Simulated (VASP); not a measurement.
# BeAs2C (P-4m2) in VASP: further runs

Runs on BeAs2C. Level: PBE. Tasks: single point.

All numbers are computed with VASP 6.6.1; they aren't measurements. Logs are shortened: lines on timing, memory, paths and dates and some standing lists are left out, and cuts for length are marked.

## Step 1: The cell of the first run

Symmetry: P-4m2, No. 115, tetragonal system. Conventional cell: a = 3.425 Å, b = 3.425 Å, c = 4.897 Å, α = 90.00°, β = 90.00°, γ = 90.00°. Within 2.8 Å of Be (site symmetry -4m2) lie 4 As at 2.14 Å. As (site symmetry 2mm) has 2 C at 2.08 Å and 2 Be at 2.14 Å within 2.7 Å. C (site symmetry -4m2) has 4 As at 2.08 Å within 2.7 Å.

## Step 2: Single point, PBE

INCAR

```
PREC = Accurate ; ENCUT = 600
EDIFF = 1E-6 ; ISMEAR = -1
SIGMA = 0.02 ; LREAL = False
LASPH = True ; NELM = 120
ALGO = Normal ; ISIF = 2
LWAVE = False ; LCHARG = True
GGA = PE ; LELF = True
LVHAR = True ; NBANDS = 16
GGA_COMPAT = False
```

KPOINTS

```
regular mesh
0
Gamma
  6 6 6
```

POSCAR

```
BeAs2C
1.0
    3.4247097982      0.0000000000      0.0000000000
    0.0000000000      3.4247097982      0.0000000000
    0.0000000000      0.0000000000      4.8968630612
Be As C
1 2 1
Direct
    0.0000000000      0.0000000000      0.0000000000
    0.0000000000      0.5000000000      0.2605674643
    0.5000000000      0.0000000000      0.7394325357
    0.5000000000      0.5000000000      0.5000000000
```

Potentials or basis: VASP PAW PBE potentials, release 64 (Be, As, C).

Run with:

```
$ cat potpaw_PBE.64/Be/POTCAR potpaw_PBE.64/As/POTCAR potpaw_PBE.64/C/POTCAR > POTCAR
$ mpirun -np 1 vasp_std > vasp.out
```

OUTCAR:

```text
PREC = Accurate
   ENCUT = 600
   EDIFF = 1E-6
   ISMEAR = -1
   LREAL = False
   LASPH = True
   NELM = 120
   ISIF = 2
   GGA = PE

 ion  position               nearest neighbor table
   1  0.000  0.000  0.000-   2 2.14   3 2.14   2 2.14   3 2.14
   2  0.000  0.500  0.261-   4 2.08   4 2.08   1 2.14   1 2.14
   3  0.500  0.000  0.739-   4 2.08   4 2.08   1 2.14   1 2.14
   4  0.500  0.500  0.500-   2 2.08   3 2.08   3 2.08   2 2.08

  LATTYP: Found a simple tetragonal cell.
 ALAT       =     3.4247097982
 C/A-ratio  =     1.4298621926

  Lattice vectors:

 A1 = (   3.4247097982,   0.0000000000,   0.0000000000)
 A2 = (   0.0000000000,   3.4247097982,   0.0000000000)
 A3 = (   0.0000000000,   0.0000000000,   4.8968630612)

Analysis of symmetry for initial positions (statically):
=====================================================================
 Subroutine PRICEL returns:
 Original cell was already a primitive cell.

 Routine SETGRP: Setting up the symmetry group for a
 simple tetragonal supercell.

 Subroutine GETGRP returns: Found  8 space group operations
 (whereof  8 operations were pure point group operations)
 out of a pool of 16 trial point group operations.

The static configuration has the point symmetry D_2d.

Analysis of symmetry for dynamics (positions and initial velocities):
=====================================================================
 Subroutine PRICEL returns:
 Original cell was already a primitive cell.

 Routine SETGRP: Setting up the symmetry group for a
 simple tetragonal supercell.

 Subroutine GETGRP returns: Found  8 space group operations
 (whereof  8 operations were pure point group operations)
 out of a pool of 16 trial point group operations.

The dynamic configuration has the point symmetry D_2d.

 Subroutine INISYM returns: Found  8 space group operations
 (whereof  8 operations are pure point group operations),
 and found     1 'primitive' translations

----------------------------------------------------------------------------------------

                                     Primitive cell

  volume of cell :      57.4335

  direct lattice vectors                    reciprocal lattice vectors
     3.424709798  0.000000000  0.000000000     0.291995544  0.000000000  0.000000000
[... 84 lines left out ...]
   ISPIN  =      1    spin polarized calculation?
   LNONCOLLINEAR =      F non collinear calculations
   LSORBIT =      F    spin-orbit coupling
   LASPH  =      T    aspherical Exc in radial PAW
   ENCUT  =  600.0 eV  44.10 Ry    6.64 a.u.   6.84  6.84  9.78*2*pi/ulx,y,z
   NELM   =    120;   NELMIN=  2; NELMDL= -5     # of ELM steps
   EDIFF  = 0.1E-05   stopping-criterion for ELM
   LREAL  =      F    real-space projection
   EDIFFG = 0.1E-04   stopping-criterion for IOM
   NSW    =      0    number of steps for IOM
   IBRION =     -1    ionic relax: 0-MD 1-quasi-New 2-CG
   NFREE  =      0    steps in history (QN), initial steepest desc. (CG)
   ISIF   =      2    stress and relaxation
   ISYM   =      2    0-nonsym 1-usesym 2-fastsym
   POTIM  = 0.5000    time-step for ionic-motion
   TEBEG  =    0.0;   TEEND  =   0.0 temperature during run
   PSTRESS=    0.0 pullay stress
   NELECT =      16.0000    total number of electrons
   NUPDOWN=      -1.0000    fix difference up-down
   EMIN   =  10.00;   EMAX   =-10.00  energy-range for DOS
   EFERMI =   0.00;   METHOD = LEGACY
   ISMEAR =    -1;   SIGMA  =   0.02  broadening in eV -4-tet -1-fermi 0-gaus
   EFERMI_NEDOS =   21; number of points for ismear=-14 and -15
   IALGO  =     38    algorithm
   IMIX   =      4    mixing-type and parameters
     AMIX     =   0.40;   BMIX     =  1.00
     AMIX_MAG =   1.60;   BMIX_MAG =  1.00
  volume/ion in A,a.u.               =      14.36        96.90
  Fermi-wavevector in a.u.,A,eV,Ry     =   1.069202  2.020498 15.554076  1.143192
  Thomas-Fermi vector in A             =   2.204874
   LORBIT       =      0    0 simple, 1 ext, 2 COOP (PROOUT), +10 PAW based schemes
   GGA     = PE    functional components
   LHFCALC =     F    Hartree Fock is set to
   AEXX    =    0.0000 exact exchange contribution
   IVDW    =     0    specifies the selected vdW correction
   LEPSILON=     F    determine dielectric tensor
   LRPA    =     F    only Hartree local field effects (RPA)
 non-spin polarized calculation
  energy-cutoff  :      600.00
  volume of cell :       57.43
 maximum number of plane-waves:      1944
 NGX is ok and might be reduce to    28
   NGX = 13   NGY = 13   NGZ = 19

 number of electron      15.9999999 magnetization

 Free energy of the ion-electron system (eV)
  ---------------------------------------------------
  ext. energy  EPLUGINS =         0.00000000
  ---------------------------------------------------
  free energy    TOTEN  =       -20.40047859 eV

  energy without entropy =      -20.40009771  energy(sigma->0) =      -20.40028815

 E-fermi :   5.9566     XC(G=0): -10.2698

 val. band max:        5.9485758004   @ k =   0.5000   0.5000   0.0000
 cond. band min:       5.9903561192   @ k =   0.0000   0.0000   0.3333
 fundamental gap:      0.0417803187
 Fermi energy:         5.9565572775

 k-point     1 :       0.0000    0.0000    0.0000
  band No.  band energies     occupation
      1      -9.9954      2.00000
      2      -5.3768      2.00000
      3      -2.8060      2.00000
      4       1.2018      2.00000
      5       1.2018      2.00000
      6       5.0025      2.00000
[... 433 lines left out ...]
      3      -3.6051      2.00000
      4      -1.0745      2.00000
      5       2.1689      2.00000
      6       2.4996      2.00000
[... 8 lines left out ...]
     15      14.2892      0.00000
     16      15.0853      0.00000

 [... further k-points ...]
[... 5 lines left out ...]
  --------------------------------------------------------------------------------------
  -------------------------------------------------------------------------------------
  Total        0.9173845      0.9173845      0.8280814      0.0000000      0.0000000      0.0000000
  in kB       25.5915421     25.5915421     23.1003257      0.0000000      0.0000000      0.0000000
  external PRESSURE =      24.7611366 kB  Pullay stress =       0.0000000 kB

 VOLUME and BASIS-vectors are now :
 -----------------------------------------------------------------------------
  energy-cutoff  :      600.00
  volume of cell :       57.43
      direct lattice vectors                 reciprocal lattice vectors
     3.424709798  0.000000000  0.000000000     0.291995544  0.000000000  0.000000000
     0.000000000  3.424709798  0.000000000     0.000000000  0.291995544  0.000000000
     0.000000000  0.000000000  4.896863061     0.000000000  0.000000000  0.204212368

 POSITION                                       TOTAL-FORCE (eV/Angst)
 -----------------------------------------------------------------------------------
      0.00000      0.00000      0.00000         0.000000     -0.000000     -0.000000
      0.00000      1.71235      1.27596         0.000000     -0.000000     -0.121933
      1.71235      0.00000      3.62090         0.000000     -0.000000      0.121933
      1.71235      1.71235      2.44843         0.000000      0.000000     -0.000000
 -----------------------------------------------------------------------------------
    total drift:                                0.000000      0.000000      0.000000

  FREE ENERGIE OF THE ION-ELECTRON SYSTEM (eV)
  ---------------------------------------------------
  free  energy   TOTEN  =       -20.4004785889 eV

  energy  without entropy=      -20.4000977127  energy(sigma->0) =      -20.40028815
```

stdout:

```text
POSCAR found type information on POSCAR BeAsC
 POSCAR found :  3 types and       4 ions
 scaLAPACK will be used
 LDA part: xc-table for (Slater+PW92), standard interpolation
 POSCAR, INCAR and KPOINTS ok, starting setup
 FFT: planning ... GRIDC
 FFT: planning ... GRID_SOFT
 FFT: planning ... GRID
 WAVECAR not read
 entering main loop
```

Wall time 44 s (1 thread of Intel Xeon 8259CL, shared host); peak memory 0.21 GiB.

Results:

- Free energy: -20.4005 eV
- Pressure: 2.5 GPa
- Largest force: 0.122 eV/Å
- Band gap on the k mesh: zero (bands 8 and 9 overlap by 0.62 eV)

Forces on the atoms (eV/Å):
```
Be   0.000  0.000  0.000
As   0.000  0.000 -0.122
As   0.000  0.000  0.122
C    0.000  0.000  0.000
```

Stress tensor (GPa, compression positive):
```
2.56 0.00 0.00
0.00 2.56 0.00
0.00 0.00 2.31
```

## Step 3: Single point, PBE, non-collinear spin, zero start, spin-orbit coupling

INCAR

```
SYSTEM = BeAs2C
  ALGO = Normal
  EDIFF = 1E-6
  ENCUT = 600
  GGA = PE
  GGA_COMPAT = .False.
  ISIF = 2
  ISMEAR = -1
  LASPH = .True.
  LCHARG = .False.
  LORBIT = 11
  LORBMOM = .True.
  LREAL = .False.
  LSORBIT = .True.
  LWAVE = .False.
  MAGMOM = 0 0 0 0 0 0 0 0 0 0 0 0
  NBANDS = 30
  NELM = 200
  PREC = Accurate
  SIGMA = 0.02
```

KPOINTS

```
k-points
0
Gamma
  4 4 4
  0 0 0
```

POSCAR is that of step 2.

Potentials or basis: VASP PAW PBE potentials, release 64 (Be, As, C).

Run with:

```
$ cat potpaw_PBE.64/Be/POTCAR potpaw_PBE.64/As/POTCAR potpaw_PBE.64/C/POTCAR > POTCAR
$ mpirun -np 1 vasp_ncl > vasp.out
```

OUTCAR:

```text
SYSTEM = BeAs2C
   EDIFF = 1E-6
   ENCUT = 600
   GGA = PE
   ISIF = 2
   ISMEAR = -1
   LASPH = .True.
   LORBIT = 11
   LREAL = .False.
   LSORBIT = .True.
   NELM = 200
   PREC = Accurate

 ion  position               nearest neighbor table
   1  0.000  0.000  0.000-   2 2.14   3 2.14   2 2.14   3 2.14
   2  0.000  0.500  0.261-   4 2.08   4 2.08   1 2.14   1 2.14
   3  0.500  0.000  0.739-   4 2.08   4 2.08   1 2.14   1 2.14
   4  0.500  0.500  0.500-   2 2.08   3 2.08   3 2.08   2 2.08

  LATTYP: Found a simple tetragonal cell.
 ALAT       =     3.4247097982
 C/A-ratio  =     1.4298621926

  Lattice vectors:

 A1 = (   3.4247097982,   0.0000000000,   0.0000000000)
 A2 = (   0.0000000000,   3.4247097982,   0.0000000000)
 A3 = (   0.0000000000,   0.0000000000,   4.8968630612)

Analysis of symmetry for initial positions (statically):
=====================================================================
 Subroutine PRICEL returns:
 Original cell was already a primitive cell.

 Routine SETGRP: Setting up the symmetry group for a
 simple tetragonal supercell.

 Subroutine GETGRP returns: Found  8 space group operations
 (whereof  8 operations were pure point group operations)
 out of a pool of 16 trial point group operations.

The static configuration has the point symmetry D_2d.

Analysis of symmetry for dynamics (positions and initial velocities):
=====================================================================
 Subroutine PRICEL returns:
 Original cell was already a primitive cell.

 Routine SETGRP: Setting up the symmetry group for a
 simple tetragonal supercell.

 Subroutine GETGRP returns: Found  8 space group operations
 (whereof  8 operations were pure point group operations)
 out of a pool of 16 trial point group operations.

The dynamic configuration has the point symmetry D_2d.

Analysis of structural, dynamic, and magnetic symmetry:
=====================================================================
 Subroutine PRICEL returns:
[... 868 lines left out ...]
 ----------------------------------------
  1         0.000   0.000   0.000
  2        -0.000  -0.000  -0.000
  3         0.000   0.000   0.000
  4         0.000   0.000   0.000
 ----------------------------------------
            0.000  -0.000   0.000

 orbital moment (z)

 # of ion     p       d       tot
 ----------------------------------------
  1         0.000   0.000   0.000
  2         0.000  -0.000  -0.000
  3         0.000  -0.000  -0.000
  4        -0.000   0.000  -0.000
 ----------------------------------------
           -0.000  -0.000  -0.000

 Spin-Orbit-Coupling matrix elements

 Ion:    1  E_soc:     -0.0000038
 l=   1
     0.0000000    -0.0000006    -0.0000007
    -0.0000006     0.0000000    -0.0000006
    -0.0000007    -0.0000006     0.0000000
 l=   2
     0.0000000     0.0000000     0.0000000     0.0000000     0.0000000
     0.0000000     0.0000000     0.0000000     0.0000000     0.0000000
     0.0000000     0.0000000     0.0000000     0.0000000     0.0000000
     0.0000000     0.0000000     0.0000000     0.0000000     0.0000000
     0.0000000     0.0000000     0.0000000     0.0000000     0.0000000
 l=   3
     0.0000000     0.0000000     0.0000000     0.0000000     0.0000000     0.0000000     0.0000000
     0.0000000     0.0000000     0.0000000     0.0000000     0.0000000     0.0000000     0.0000000
     0.0000000     0.0000000     0.0000000     0.0000000     0.0000000     0.0000000     0.0000000
     0.0000000     0.0000000     0.0000000     0.0000000     0.0000000     0.0000000     0.0000000
[... 49 lines left out ...]
 l=   2
     0.0000000     0.0000000     0.0000000     0.0000000     0.0000000
     0.0000000     0.0000000     0.0000000     0.0000000     0.0000000
     0.0000000     0.0000000     0.0000000     0.0000000     0.0000000
     0.0000000     0.0000000     0.0000000     0.0000000     0.0000000
     0.0000000     0.0000000     0.0000000     0.0000000     0.0000000
 l=   3
     0.0000000     0.0000000     0.0000000     0.0000000     0.0000000     0.0000000     0.0000000
     0.0000000     0.0000000     0.0000000     0.0000000     0.0000000     0.0000000     0.0000000
     0.0000000     0.0000000     0.0000000     0.0000000     0.0000000     0.0000000     0.0000000
     0.0000000     0.0000000     0.0000000     0.0000000     0.0000000     0.0000000     0.0000000
     0.0000000     0.0000000     0.0000000     0.0000000     0.0000000     0.0000000     0.0000000
     0.0000000     0.0000000     0.0000000     0.0000000     0.0000000     0.0000000     0.0000000
     0.0000000     0.0000000     0.0000000     0.0000000     0.0000000     0.0000000     0.0000000

 total charge

# of ion       s       p       d       tot
------------------------------------------
    1        0.446   0.836   0.000   1.282
    2        1.204   1.566   0.075   2.844
    3        1.204   1.566   0.075   2.844
    4        0.863   1.401   0.000   2.264
--------------------------------------------------
tot          3.716   5.370   0.149   9.235

 magnetization (x)

# of ion       s       p       d       tot
------------------------------------------
    1        0.000   0.000   0.000   0.000
    2        0.000   0.000   0.000   0.000
    3        0.000  -0.000   0.000  -0.000
    4        0.000   0.000   0.000   0.000
--------------------------------------------------
tot          0.000  -0.000   0.000  -0.000

 magnetization (y)

# of ion       s       p       d       tot
------------------------------------------
    1        0.000  -0.000   0.000  -0.000
    2        0.000   0.000   0.000   0.000
    3       -0.000  -0.000   0.000  -0.000
    4       -0.000   0.000   0.000  -0.000
--------------------------------------------------
tot         -0.000  -0.000   0.000  -0.000

 magnetization (z)

# of ion       s       p       d       tot
------------------------------------------
    1        0.000   0.000   0.000   0.000
    2       -0.000   0.000  -0.000  -0.000
    3       -0.000   0.000  -0.000  -0.000
    4       -0.000   0.000   0.000   0.000
--------------------------------------------------
tot          0.000   0.000  -0.000   0.000
```

OSZICAR:

```text
N       E                     dE             d eps       ncg     rms          rms(c)
DAV:   1     0.532823807202E+02    0.53282E+02   -0.71668E+03  1260   0.103E+03
DAV:   2    -0.165164225101E+02   -0.69799E+02   -0.64397E+02  1598   0.176E+02
DAV:   3    -0.214768189413E+02   -0.49604E+01   -0.48488E+01  1674   0.466E+01
DAV:   4    -0.215568985440E+02   -0.80080E-01   -0.79832E-01  1560   0.673E+00
DAV:   5    -0.215579657846E+02   -0.10672E-02   -0.10668E-02  1602   0.765E-01    0.643E+00
DAV:   6    -0.205063385909E+02    0.10516E+01   -0.12496E+00  1518   0.753E+00    0.316E+00
DAV:   7    -0.203694827089E+02    0.13686E+00   -0.36819E-01  1506   0.417E+00    0.135E+00
DAV:   8    -0.203567307541E+02    0.12752E-01   -0.60922E-02  1432   0.142E+00    0.460E-01
DAV:   9    -0.203561975545E+02    0.53320E-03   -0.49114E-03  1502   0.544E-01    0.142E-01
DAV:  10    -0.203563974917E+02   -0.19994E-03   -0.95764E-04  1512   0.265E-01    0.574E-02
DAV:  11    -0.203564819362E+02   -0.84445E-04   -0.24447E-04  1440   0.100E-01    0.336E-02
DAV:  12    -0.203564919090E+02   -0.99727E-05   -0.26866E-05  1556   0.371E-02    0.139E-02
DAV:  13    -0.203564988173E+02   -0.69084E-05   -0.12575E-05  1456   0.220E-02    0.585E-03
DAV:  14    -0.203564997404E+02   -0.92305E-06   -0.19233E-06  1454   0.948E-03
   1 F= -.20356500E+02 E0= -.20355297E+02  d E =-.240513E-02  mag=    -0.0000     0.0000     0.0000
```

Run time: 97 s. Hardware: 1 thread of Intel Xeon 8259CL, shared host; peak memory 0.33 GiB.

Results:

| Item | Value |
| --- | --- |
| Free energy | -20.3565 eV |
| Pressure | 3.1 GPa |
| Largest force | 0.078 eV/Å |
| Net moment | 0.00 μB per cell |
| Valence electrons inside the program's atomic spheres | Be 1.28; As 2.84; C 2.26 |

Forces on the atoms (eV/Å):
```
Be   0.000  0.000  0.000
As   0.000  0.000  0.078
As   0.000  0.000 -0.078
C    0.000  0.000  0.000
```

Moments on the atoms (μB; x, y, z):
```
Be  0.00 0.00 0.00
As  0.00 0.00 0.00
As  0.00 0.00 0.00
C   0.00 0.00 0.00
```

Caveat: the k points lie up to 0.46 Å⁻¹ apart.

The gap in the log of VASP goes by the Fermi energy; the results here count the filled bands.